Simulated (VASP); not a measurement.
Input of a VASP 6.6.1 run:

File INCAR:

```
SYSTEM = MoS2
  PREC = Accurate
  ENCUT = 500
  EDIFF = 1E-6
  ISMEAR = 0
  SIGMA = 0.05
  LREAL = .False.
  LASPH = .True.
  NELM = 120
  ALGO = Normal
  ISIF = 2
  LWAVE = .False.
  LCHARG = .True.
  GGA = PE
  IVDW = 12
  LELF = .True.
  LVHAR = .True.
  NBANDS = 20
  GGA_COMPAT = .False.
```

KPOINTS

```
regular mesh
0
Gamma
  12 12 4
  0 0 0
```

POSCAR

```
MoS2
1.0
    3.1494351579      0.0000000000      0.0000000000
   -1.5747175790      2.7274908543      0.0000000000
    0.0000000000      0.0000000000      6.6448340996
Mo S
1 2
Direct
    0.0000000000      0.0000000000      0.0000000000
    0.3333333333      0.6666666667      0.2734172850
    0.3333333333      0.6666666667      0.7265827150
```

Potentials or basis: VASP PAW PBE potentials, release 64 (Mo_sv, S).

Launch:

```bash
$ cat potpaw_PBE.64/Mo_sv/POTCAR potpaw_PBE.64/S/POTCAR > POTCAR
$ mpirun -np 1 vasp_std > vasp.out
```

(1) Predict the largest force.

(2) Predict the band gap on the k mesh.

(3) What does it give for the pressure?

(4) Estimate the dispersion energy per atom.

Results:

(1) 3.676 eV/Å.

(2) 0.57 eV, indirect (least direct gap 1.35 eV).

(3) -16.2 GPa.

(4) -0.396 eV.

Caveat: forces of over 1 eV/Å act on the atoms, so gaps and moduli don't describe the material at rest.
